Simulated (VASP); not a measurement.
# MnAu (P4/mmm) in VASP: notebook

The runs below take MnAu through single point, with LDA.

Program: VASP 6.6.1. These are calculated values, not measurements. Logs are shortened: lines on timing, memory, paths and dates and some standing lists are left out, and cuts for length are marked.

### 1 The cell of the first run

The structure is tetragonal, space group P4/mmm (No. 123). Conventional cell: a = 3.189 Å, b = 3.189 Å, c = 3.310 Å, α = 90.00°, β = 90.00°, γ = 90.00°. Within 3.7 Å of Mn (site symmetry 4/mmm) lie 8 Au at 2.80 Å and 6 Mn at 3.19 to 3.31 Å. Within 3.7 Å of Au (site symmetry 4/mmm) lie 8 Mn at 2.80 Å and 6 Au at 3.19 to 3.31 Å.

### 2 Single point, LDA, collinear spin, antiferromagnetic start

The input, INCAR:

```
SYSTEM = MnAu
ALGO     = Normal         ! electronic algorithm
EDIFF    = 1E-6           ! SCF threshold, eV
ENCUT    = 520            ! plane-wave cutoff, eV
ISIF     = 2              ! what is computed and relaxed
ISMEAR   = -1             ! smearing method
ISPIN    = 2              ! spin polarisation
LASPH    = .TRUE.         ! aspherical terms in the spheres
LCHARG   = .TRUE.         ! write CHGCAR
LELF     = .TRUE.         ! ELF
LMAXMIX  = 4              ! l up to which the mixer works
LORBIT   = 11             ! projections on sites
LREAL    = .FALSE.        ! projectors in reciprocal space
LVHAR    = .TRUE.       
LWAVE    = .FALSE.        ! write WAVECAR
MAGMOM   = 4 -4 0 0       ! initial moments
NBANDS   = 36             ! bands
NELM     = 150            ! most SCF steps
PREC     = Accurate       ! precision mode
SIGMA    = 0.025          ! smearing width, eV
```

The input, KPOINTS:

```
k-points
0
G
  9 9 5
  0 0 0
```

The input, POSCAR:

```
MnAu
1.0
    3.1887250000      0.0000000000      0.0000000000
    0.0000000000      3.1887250000      0.0000000000
    0.0000000000      0.0000000000      6.6197260000
Mn Au
2 2
Direct
    0.5000000000      0.5000000000      0.2500000000
    0.5000000000      0.5000000000      0.7500000000
    0.0000000000      0.0000000000      0.0000000000
    0.0000000000      0.0000000000      0.5000000000
```

Potentials or basis: VASP PAW LDA potentials, release 64 (Mn_pv, Au).

Run with:

```bash
$ cat potpaw_LDA.64/Mn_pv/POTCAR potpaw_LDA.64/Au/POTCAR > POTCAR
$ mpirun -np 1 vasp_std > vasp.out
```

OUTCAR:

```text
SYSTEM = MnAu
   EDIFF = 1E-6
   ENCUT = 520
   ISIF = 2
   ISMEAR = -1
   ISPIN = 2
   LASPH = .TRUE.
   LORBIT = 11
   LREAL = .FALSE.
   NELM = 150
   PREC = Accurate

 ion  position               nearest neighbor table
   1  0.500  0.500  0.250-   3 2.80   4 2.80   3 2.80   4 2.80   3 2.80   4 2.80   3 2.80   4 2.80

   2  0.500  0.500  0.750-   3 2.80   4 2.80   3 2.80   4 2.80   3 2.80   4 2.80   3 2.80   4 2.80

   3  0.000  0.000  0.000-   1 2.80   2 2.80   1 2.80   2 2.80   1 2.80   2 2.80   1 2.80   2 2.80
                             4 3.31   4 3.31
   4  0.000  0.000  0.500-   1 2.80   2 2.80   1 2.80   2 2.80   1 2.80   2 2.80   1 2.80   2 2.80
                             3 3.31   3 3.31
[... 7 lines left out ...]
 A1 = (   3.1887250000,   0.0000000000,   0.0000000000)
 A2 = (   0.0000000000,   3.1887250000,   0.0000000000)
 A3 = (   0.0000000000,   0.0000000000,   6.6197260000)

Analysis of symmetry for initial positions (statically):
=====================================================================
 Subroutine PRICEL returns following result:

  LATTYP: Found a simple tetragonal cell.
 ALAT       =     3.1887250000
 C/A-ratio  =     1.0379894786
[... 12 lines left out ...]
 Subroutine GETGRP returns: Found 16 space group operations
 (whereof 16 operations were pure point group operations)
 out of a pool of 16 trial point group operations.

The static configuration has the point symmetry D_4h.

Analysis of symmetry for dynamics (positions and initial velocities):
=====================================================================
 Subroutine PRICEL returns following result:

  LATTYP: Found a simple tetragonal cell.
 ALAT       =     3.1887250000
 C/A-ratio  =     1.0379894786
[... 12 lines left out ...]
 Subroutine GETGRP returns: Found 16 space group operations
 (whereof 16 operations were pure point group operations)
 out of a pool of 16 trial point group operations.

The dynamic configuration has the point symmetry D_4h.

Analysis of structural, dynamic, and magnetic symmetry:
=====================================================================
 Subroutine PRICEL returns following result:

  LATTYP: Found a simple tetragonal cell.
 ALAT       =     3.1887250000
 C/A-ratio  =     1.0379894786
[... 12 lines left out ...]
 Subroutine GETGRP returns: Found 16 space group operations
 (whereof 16 operations were pure point group operations)
 out of a pool of 16 trial point group operations.

The overall configuration has the point symmetry D_4h.

 Subroutine INISYM returns: Found 16 space group operations
 (whereof 16 operations are pure point group operations),
 and found     2 'primitive' translations

----------------------------------------------------------------------------------------

                                     Primitive cell

[... 124 lines left out ...]
 maximum number of plane-waves:      1833
 NGX is ok and might be reduce to    24
   NGX = 11   NGY = 11   NGZ = 25

 number of electron      48.0000043 magnetization       0.0000000

 number of electron      48.0000043 magnetization      -0.0000000

 Free energy of the ion-electron system (eV)
  ---------------------------------------------------
  ext. energy  EPLUGINS =         0.00000000
  ---------------------------------------------------
  free energy    TOTEN  =       -27.70624772 eV

  energy without entropy =      -27.70221211  energy(sigma->0) =      -27.70422991

 E-fermi :   7.9488     XC(G=0): -12.4075

 val. band max:        7.9437882861   @ k =   0.4444   0.3333   0.0000
 cond. band min:       7.9637010002   @ k =   0.4444   0.1111   0.0000
 fundamental gap:      0.0199127140
 Fermi energy:         7.9487858927

 spin component 1

 k-point     1 :       0.0000    0.0000    0.0000
  band No.  band energies     occupation
      1     -41.5982      1.00000
      2     -41.5837      1.00000
      3     -41.5837      1.00000
      4     -37.8976      1.00000
      5     -37.8503      1.00000
      6     -37.8503      1.00000
[... 925 lines left out ...]
     35      19.2823      0.00000
     36      19.4979      0.00000

 [... further k-points ...]

 spin component 2

 k-point     1 :       0.0000    0.0000    0.0000
  band No.  band energies     occupation
      1     -41.5982      1.00000
      2     -41.5837      1.00000
      3     -41.5837      1.00000
      4     -37.8976      1.00000
      5     -37.8503      1.00000
      6     -37.8503      1.00000
[... 925 lines left out ...]
     35      19.2823      0.00000
     36      19.4979      0.00000

 [... further k-points ...]

------------------------ aborting loop because EDIFF is reached ----------------------------------------

  FORCE on cell =-STRESS in cart. coord.  units (eV):
  Direction    XX          YY          ZZ          XY          YZ          ZX
  --------------------------------------------------------------------------------------
  -------------------------------------------------------------------------------------
  Total       -5.4795453     -5.4795453     -6.6565702      0.0000000      0.0000000      0.0000000
  in kB     -130.4310399   -130.4310399   -158.4480700      0.0000000      0.0000000      0.0000000
  external PRESSURE =    -139.7700499 kB  Pullay stress =       0.0000000 kB

 VOLUME and BASIS-vectors are now :
 -----------------------------------------------------------------------------
  energy-cutoff  :      520.00
  volume of cell :       67.31
      direct lattice vectors                 reciprocal lattice vectors
     3.188725000  0.000000000  0.000000000     0.313604968  0.000000000  0.000000000
     0.000000000  3.188725000  0.000000000     0.000000000  0.313604968  0.000000000
     0.000000000  0.000000000  6.619726000     0.000000000  0.000000000  0.151063654

 POSITION                                       TOTAL-FORCE (eV/Angst)
 -----------------------------------------------------------------------------------
      1.59436      1.59436      1.65493        -0.000000      0.000000     -0.000000
      1.59436      1.59436      4.96479         0.000000      0.000000      0.000000
      0.00000      0.00000      0.00000        -0.000000     -0.000000      0.000000
      0.00000      0.00000      3.30986        -0.000000     -0.000000      0.000000
 -----------------------------------------------------------------------------------
    total drift:                                0.000000     -0.000000     -0.000000

  FREE ENERGIE OF THE ION-ELECTRON SYSTEM (eV)
  ---------------------------------------------------
  free  energy   TOTEN  =       -27.7062477169 eV

  energy  without entropy=      -27.7022121058  energy(sigma->0) =      -27.70422991

 total charge

# of ion       s       p       d       tot
------------------------------------------
    1        0.272   6.195   4.947  11.415
    2        0.272   6.195   4.947  11.415
    3        0.669   0.389   8.636   9.694
    4        0.669   0.389   8.636   9.694
--------------------------------------------------
tot          1.883  13.169  27.165  42.218

 magnetization (x)

# of ion       s       p       d       tot
------------------------------------------
    1        0.031   0.014   3.751   3.796
    2       -0.031  -0.014  -3.751  -3.796
    3        0.000   0.000   0.000   0.000
    4        0.000   0.000   0.000   0.000
--------------------------------------------------
tot          0.000   0.000  -0.000  -0.000
```

OSZICAR:

```text
N       E                     dE             d eps       ncg     rms          rms(c)
DAV:   1     0.493273075533E+03    0.49327E+03   -0.25603E+04  6608   0.152E+03
DAV:   2    -0.404058515414E+01   -0.49731E+03   -0.46534E+03  6556   0.425E+02
DAV:   3    -0.298416544277E+02   -0.25801E+02   -0.24759E+02  7036   0.108E+02
DAV:   4    -0.302140618704E+02   -0.37241E+00   -0.37140E+00  7168   0.129E+01
DAV:   5    -0.302207214153E+02   -0.66595E-02   -0.66593E-02  6940   0.173E+00    0.161E+01
DAV:   6    -0.283038443121E+02    0.19169E+01   -0.10987E+01  6876   0.346E+01    0.133E+01
DAV:   7    -0.278304359228E+02    0.47341E+00   -0.30697E+00  6912   0.279E+01    0.782E+00
DAV:   8    -0.277266742315E+02    0.10376E+00   -0.24281E-01  7024   0.500E+00    0.398E+00
DAV:   9    -0.277082675756E+02    0.18407E-01   -0.51864E-02  7328   0.286E+00    0.149E+00
DAV:  10    -0.277062472962E+02    0.20203E-02   -0.29045E-02  7024   0.197E+00    0.215E-01
DAV:  11    -0.277062227983E+02    0.24498E-04   -0.15894E-03  7008   0.286E-01    0.944E-02
DAV:  12    -0.277062421320E+02   -0.19334E-04   -0.64732E-05  7040   0.613E-02    0.389E-02
DAV:  13    -0.277062469382E+02   -0.48063E-05   -0.13174E-05  7012   0.277E-02    0.151E-02
DAV:  14    -0.277062477169E+02   -0.77869E-06   -0.11430E-06  4276   0.104E-02
   1 F= -.27706248E+02 E0= -.27704230E+02  d E =-.403561E-02  mag=     0.0000
```

stdout:

```text
POSCAR found type information on POSCAR MnAu
 POSCAR found :  2 types and       4 ions
 scaLAPACK will be used
 LDA part: xc-table for (Slater(with rela. corr.)+CA(PZ))
 , standard interpolation
 POSCAR, INCAR and KPOINTS ok, starting setup
 FFT: planning ... GRIDC
 FFT: planning ... GRID_SOFT
 FFT: planning ... GRID
 WAVECAR not read
 entering main loop
```

Run time: 2.3 min. Hardware: 1 thread of Intel Xeon 8259CL, shared host; peak memory 0.27 GiB.

What came out:

```yaml
Free_energy: -27.7062 eV
Pressure: -14.0 GPa
Band_gap_on_the_k_mesh: zero (filled and empty bands overlap)
Net_moment: 0.00 μB per cell
Site_moments: Mn +3.80, -3.80; Au +0.00 μB
Valence_electrons_inside_the_program's_atomic_spheres: Mn 11.41; Au 9.69
```

Stress tensor (GPa, compression positive):
```
-13.04   0.00   0.00
  0.00 -13.04   0.00
  0.00   0.00 -15.84
```

Levels at points of the mesh, in eV from the Fermi level:
Spin up:
```csv
k point,band 21,band 22,band 23,band 24,band 25,band 26,band 27,band 28
"(0.00, 0.00, 0.00)",-1.93,-1.93,-1.70,-1.65,0.21,1.15,1.15,1.32
```
Spin down:
| k point | band 20 | band 21 | band 22 | band 23 | band 24 | band 25 | band 26 | band 27 | band 28 | band 29 |
| --- | --- | --- | --- | --- | --- | --- | --- | --- | --- | --- |
| (0.00, 0.00, 0.00) | -2.42 | -1.93 | -1.93 | -1.70 | -1.65 | 0.21 | 1.15 | 1.15 | 1.32 | 1.48 |

Caveat: the cell stands under tension; the antiferromagnetic order is the one typed at the start, and another may lie lower; spin-orbit coupling is left out, which moves the levels of the heavy elements.

### 3 Single point, LDA, collinear spin, antiferromagnetic start

The input, INCAR:

```
SYSTEM = MnAu
PREC = Accurate ; ENCUT = 520
EDIFF = 1E-6 ; ISMEAR = -1
SIGMA = 0.025 ; LREAL = .FALSE.
LASPH = .TRUE. ; NELM = 150
ALGO = Normal ; ISIF = 2
LWAVE = .FALSE. ; LCHARG = .FALSE.
ISPIN = 2 ; MAGMOM = 3.9 -3.9 0 0
LORBIT = 11 ; LMAXMIX = 4
GGA = CA ; NBANDS = 36
```

The input, KPOINTS:

```
regular mesh
0
G
  9 9 5
  0 0 0
```

POSCAR is that of step 2.

Potentials or basis: VASP PAW LDA potentials, release 64 (Mn_pv, Au).

Run with:

```bash
$ cat potpaw_LDA.64/Mn_pv/POTCAR potpaw_LDA.64/Au/POTCAR > POTCAR
$ mpirun -np 1 vasp_std > vasp.out
```

Wall time 2.4 min (1 thread of Intel Xeon 8259CL, shared host); peak memory 0.27 GiB.

It converged, with:

```yaml
Free_energy: -27.7062 eV
Pressure: -14.0 GPa
Band_gap_on_the_k_mesh: zero (filled and empty bands overlap)
Net_moment: 0.00 μB per cell
Site_moments: Mn +3.80, -3.80; Au +0.00 μB
Valence_electrons_inside_the_program's_atomic_spheres: Mn 11.41; Au 9.69
```

Stress tensor (GPa, compression positive):
```
-13.04   0.00   0.00
  0.00 -13.04   0.00
  0.00   0.00 -15.85
```

Levels at points of the mesh, in eV from the Fermi level:
Spin up:
```csv
k point,band 20,band 21,band 22,band 23,band 24,band 25,band 26,band 27,band 28,band 29
"(0.00, 0.00, 0.00)",-2.42,-1.93,-1.93,-1.70,-1.65,0.21,1.15,1.15,1.32,1.48
```
Spin down:
```
           k point  band 22  band 23  band 24  band 25  band 26  band 27
(0.00, 0.00, 0.00)    -1.93    -1.70    -1.65     0.21     1.15     1.15
```

Caveat: the cell stands under tension; the antiferromagnetic order is the one typed at the start, and another may lie lower; spin-orbit coupling is left out, which moves the levels of the heavy elements.
